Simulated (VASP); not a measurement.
Here is a VASP 6.6.1 calculation.

Contents of POSCAR:

```
Ir
1.0
    0.0000000000      1.9228532932      1.9228532932
    1.9228532932      0.0000000000      1.9228532932
    1.9228532932      1.9228532932      0.0000000000
Ir
1
Direct
    0.0000000000      0.0000000000      0.0000000000
```

Contents of INCAR.step1:

```
  PREC = Accurate
  ENCUT = 520
  ISMEAR = -1
  SIGMA = 0.1
  LREAL = False
  LASPH = True
  NELM = 80
  NBANDS = 10
  GGA = PE
  ALGO = Normal
  EDIFF = 1E-4
  LWAVE = True
  LCHARG = False
```

Contents of INCAR.step2:

```
  PREC = Accurate
  ENCUT = 520
  EDIFF = 1E-6
  ISMEAR = -1
  SIGMA = 0.1
  LREAL = False
  LASPH = True
  NELM = 80
  ALGO = Normal
  ISIF = 2
  LWAVE = False
  LCHARG = False
  METAGGA = R2SCAN
  LMIXTAU = True
  NBANDS = 10
  ISTART = 1
```

KPOINTS

```
Automatic mesh
0
Gamma
  19 19 19
```

Potentials or basis: VASP PAW PBE potentials, release 64 (Ir).

The run is started by

```bash
$ cat potpaw_PBE.64/Ir/POTCAR > POTCAR
$ cp INCAR.step1 INCAR
$ mpirun -np 1 vasp_std > vasp.out
$ cp INCAR.step2 INCAR
$ mpirun -np 1 vasp_std > vasp.out
```

(1) Predict the pressure.

(2) What does it give for the band gap on the k mesh?

Results:

(1) 2.5 GPa.

(2) zero (an odd number of electrons rules out a gap without spin polarisation).

Caveat: the PAW data sets were made with another functional, which shifts forces and pressure a little; spin-orbit coupling is left out, which moves the levels of the heavy elements.
